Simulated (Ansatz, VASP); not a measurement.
## BN: VASP beside Ansatz

File INCAR:

```
SYSTEM = BN
ALGO     = Normal         ! electronic algorithm
EDIFF    = 1E-7           ! SCF threshold, eV
ENCUT    = 520            ! plane-wave cutoff, eV
GGA      = PE             ! functional
ISIF     = 2              ! what is computed and relaxed
ISMEAR   = 0              ! smearing method
LASPH    = .TRUE.         ! aspherical terms in the spheres
LCHARG   = .FALSE.        ! write CHGCAR
LREAL    = .FALSE.        ! projectors in reciprocal space
LWAVE    = .FALSE.        ! write WAVECAR
NBANDS   = 11             ! bands
NELM     = 100            ! most SCF steps
PREC     = Accurate       ! precision mode
SIGMA    = 0.05           ! smearing width, eV
```

Contents of KPOINTS:

```
k-points
0
G
  12 12 12
  0 0 0
```

Contents of POSCAR:

```
BN
1.0
    0.0000000000      1.8401960150      1.8401960150
    1.8401960150      0.0000000000      1.8401960150
    1.8401960150      1.8401960150      0.0000000000
B N
1 1
Direct
    0.0000000000      0.0000000000      0.0000000000
    0.7500000000      0.7500000000      0.7500000000
```

Input for Ansatz:

```yaml
crystal:
  lattice:
    - [0.0, 1.840196015, 1.840196015]
    - [1.840196015, 0.0, 1.840196015]
    - [1.840196015, 1.840196015, 0.0]
  atoms:
    - { symbol: B, position: [0.0, 0.0, 0.0] }
    - { symbol: "N", position: [0.75, 0.75, 0.75] }
basis:
  ecutwfc: 420
kpoints:
  mp_grid: { grid: [12, 12, 12] }
hamiltonian:
  xc: pbe
scf:
  occupations: { method: gaussian, width: 0.05 }
output:
  forces: true
  stress: true
  eigenvalues: true
```

Change from the starting cell: strain +0.015 along x and y, +0.015 along z, atoms carried along.

Alike in both runs: task single point; functional PBE; k mesh 12 × 12 × 12; occupations gaussian, width 0.05 eV; no spin polarisation.

|  | VASP | Ansatz |
| --- | --- | --- |
| version | VASP 6.6.1 | Ansatz 0.2.0 |
| potentials or method | VASP PAW PBE potentials, release 64 (B, N), cutoff 520 eV | scalar-relativistic, plane waves, PAW |
| valence electrons in the cell | 8 | 8 |

|  | VASP | Ansatz | Ansatz less VASP |
| --- | --- | --- | --- |
| gap on the k mesh at the Fermi level (eV) | 4.40 | 4.41 | +0.010 |
| least direct gap on the mesh (eV) | 8.56 | 8.57 | +0.009 |
| pressure (GPa) | -15.5 | -15.6 | -0.10 |
